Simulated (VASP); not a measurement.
Crystal: Ti.

```
Ti
1.0
    -1.64100    1.64100    1.64100
     1.64100   -1.64100    1.64100
     1.64100    1.64100   -1.64100
Ti
1
Direct
  0.00000 0.00000 0.00000
```

| Item | Value |
| --- | --- |
| Program | VASP 6.6.1 |
| Task | relaxation of cell and atoms |
| Functional | PBEsol |
| Potentials or basis | VASP PAW PBE potentials, release 64 (Ti_sv) |
| Cutoff | 600 eV |
| k mesh | 11 × 11 × 11 |
| Occupations | fermi-dirac, width 0.05 eV |
| Spin | no spin polarisation |

At the start: pressure -6.9 GPa; volume 17.68 Å³/atom.

**Question.** Where does the relaxation end?

**Answer.** Over 3 steps the energy falls by 27.4 meV/atom and the volume is 16.48 Å³/atom (-6.8 %); space group Im-3m (No. 229, to 0.05 Å).

Step by step:
| step | energy change (eV) | largest force (eV/Å) | pressure (GPa) | volume (Å³) |
| --- | --- | --- | --- | --- |
| 1 | 0.0000 | 0.0000 | -6.91 | 17.68 |
| 2 | -0.0168 | 0.0000 | 5.09 | 15.80 |
| 3 | -0.0274 | 0.0000 | 0.03 | 16.48 |

Final structure:
```
CELL_PARAMETERS angstrom
-1.60311 1.60311 1.60311
1.60311 -1.60311 1.60311
1.60311 1.60311 -1.60311
ATOMIC_POSITIONS crystal
Ti 0.00000 0.00000 0.00000
```

Caveat: the PAW data sets were made with another functional, which shifts forces and pressure a little.
